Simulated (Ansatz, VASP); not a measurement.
**Ta in VASP and in Ansatz**

Contents of INCAR:

```
SYSTEM = Ta
  PREC = Accurate
  ENCUT = 520
  EDIFF = 1E-6
  ISMEAR = 0
  SIGMA = 0.15
  LREAL = .False.
  LASPH = .True.
  NELM = 60
  ALGO = Fast
  ISIF = 2
  LWAVE = .False.
  LCHARG = .False.
  GGA = PS
  NBANDS = 12
```

KPOINTS

```
Automatic mesh
0
Gamma
  22 22 22
  0 0 0
```

The input POSCAR:

```
Ta
1.0
   -1.5042071808      1.5042071808      2.0282729626
    1.5042071808     -1.5042071808      2.0282729626
    1.5042071808      1.5042071808     -2.0282729626
Ta
1
Direct
    0.0000000000      0.0000000000      0.0000000000
```

Input for Ansatz:

```yaml
crystal:
  lattice:
    - [-1.5042071808, 1.5042071808, 2.0282729626]
    - [1.5042071808, -1.5042071808, 2.0282729626]
    - [1.5042071808, 1.5042071808, -2.0282729626]
  atoms:
    - { symbol: Ta, position: [0.0, 0.0, 0.0] }
basis:
  ecutwfc: 420
kpoints:
  mp_grid: { grid: [22, 22, 22] }
hamiltonian:
  xc: pbesol
  pseudopotentials: { kind: paw, azcp: { folder: soft_1 } }
scf:
  occupations: { method: gaussian, width: 0.15 }
output:
  forces: true
  stress: true
  eigenvalues: true
```

Alike in both runs: task single point; functional PBEsol; k mesh 22 × 22 × 22; occupations gaussian, width 0.15 eV; no spin polarisation.

|  | VASP | Ansatz |
| --- | --- | --- |
| version | VASP 6.6.1 | Ansatz 0.2.0 |
| potentials or method | VASP PAW PBE potentials, release 64 (Ta_pv), cutoff 520 eV | scalar-relativistic, plane waves, PAW |
| valence electrons in the cell | 11 | 13 |

|  | VASP | Ansatz | Ansatz less VASP |
| --- | --- | --- | --- |
| gap on the k mesh at the Fermi level (eV) | none | none | - |
| pressure (GPa) | -2.0 | -2.1 | -0.09 |
| traceless stress, the component that is largest in VASP (GPa) | -5.29 | -5.27 | +0.020 |

VASP's potentials were made for PBE, not for PBEsol, and Ansatz warns of the same on its side. A gap of «none» marks a metal or a gap that the smearing closes. With one functional, cell and mesh, what is left measures potentials, basis and numerics. VASP's potentials hold 11 valence electrons a cell and Ansatz's 13, so a difference there can come from the potentials and not from the codes.

Neither program's run includes spin-orbit coupling.
